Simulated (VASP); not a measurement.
Here is a VASP 6.6.1 calculation.

The input INCAR:

```
PREC     = Accurate       # precision mode
ENCUT    = 520            # plane-wave cutoff, eV
EDIFF    = 1E-8           # SCF threshold, eV
ISMEAR   = -1             # smearing method
SIGMA    = 0.05           # smearing width, eV
LREAL    = F              # projectors in reciprocal space
LASPH    = T              # aspherical terms in the spheres
NELM     = 60             # most SCF steps
ALGO     = Normal         # electronic algorithm
ISIF     = 2              # what is computed and relaxed
LWAVE    = F              # write WAVECAR
LCHARG   = F              # write CHGCAR
GGA      = PS             # functional
LEFG     = T            
NBANDS   = 15             # bands
```

Contents of KPOINTS:

```
regular mesh
0
Gamma
  15 15 15
```

POSCAR

```
ZrC
1.0
    0.0000000000      2.3502100000      2.3972142000
    2.3502100000      0.0000000000      2.3972142000
    2.3502100000      2.3502100000      0.0000000000
Zr C
1 1
Direct
    0.5000000000      0.5000000000      0.5000000000
    0.0000000000      0.0000000000      0.0000000000
```

Potentials or basis: VASP PAW PBE potentials, release 64 (Zr_sv, C).

Command:

```console
$ cat potpaw_PBE.64/Zr_sv/POTCAR potpaw_PBE.64/C/POTCAR > POTCAR
$ mpirun -np 1 vasp_std > vasp.out
```

(1) What does it give for the pressure?

(2) What does it give for the band gap on the k mesh?

Answers

(1) -8.2 GPa.

(2) zero (bands 8 and 9 overlap by 1.37 eV).

Caveat: the cell differs from its parent crystal (zz strain of +2 %); the cell stands under tension; without QUAD_EFG the Cq values of the log hold for a quadrupole moment of 1 mb, not for the nuclei; the PAW data sets were made with another functional, which shifts forces and pressure a little.
